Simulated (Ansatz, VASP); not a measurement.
# LiF in VASP and in Ansatz

The input INCAR:

```
SYSTEM = LiF
PREC = Accurate
ENCUT = 750
EDIFF = 1E-6
ISMEAR = 0
SIGMA = 0.01
LREAL = .FALSE.
LASPH = .TRUE.
NELM = 120
ALGO = Normal
ISIF = 2
LWAVE = .FALSE.
LCHARG = .FALSE.
GGA = PE
NBANDS = 12
GGA_COMPAT = .FALSE.
```

KPOINTS

```
Automatic mesh
0
G
  6 6 6
  0 0 0
```

The input POSCAR:

```
LiF
1.0
    0.0000000000      2.0417135738      2.0417135738
    2.0417135738      0.0000000000      2.0417135738
    2.0417135738      2.0417135738      0.0000000000
Li F
1 1
Direct
    0.0000000000      0.0000000000      0.0000000000
    0.5000000000      0.5000000000      0.5000000000
```

Input for Ansatz:

```yaml
crystal:
  lattice:
    - [0.0, 2.0417135738, 2.0417135738]
    - [2.0417135738, 0.0, 2.0417135738]
    - [2.0417135738, 2.0417135738, 0.0]
  atoms:
    - { symbol: Li, position: [0.0, 0.0, 0.0] }
    - { symbol: F, position: [0.5, 0.5, 0.5] }
basis:
  ecutwfc: 420
kpoints:
  mp_grid: { grid: [6, 6, 6] }
  band_path: { path: [VBM, CBM], npoints: 5 }
hamiltonian:
  xc: pbe
scf:
  occupations: { method: fixed }
output:
  forces: true
  stress: true
  eigenvalues: true
```

Alike in both runs: task single point; functional PBE; k mesh 6 × 6 × 6; no spin polarisation.

```csv
,VASP,Ansatz
version,VASP 6.6.1,Ansatz 0.2.0
potentials or method,"VASP PAW PBE potentials, release 64 (Li_sv, F), cutoff 750 eV","scalar-relativistic, plane waves, PAW"
occupations,"gaussian, width 0.01 eV",fixed
valence electrons in the cell,10,10
```

Ansatz gave:

* gap on the k mesh at the Fermi level (eV): 8.73
* least direct gap on the mesh (eV): 8.73
* pressure (GPa): -0.7

Q: Which values does VASP return?

A: gap on the k mesh at the Fermi level (eV): 8.72; least direct gap on the mesh (eV): 8.72; pressure (GPa): -1.5.

The k mesh is coarse, so the values compare programs but aren't converged.
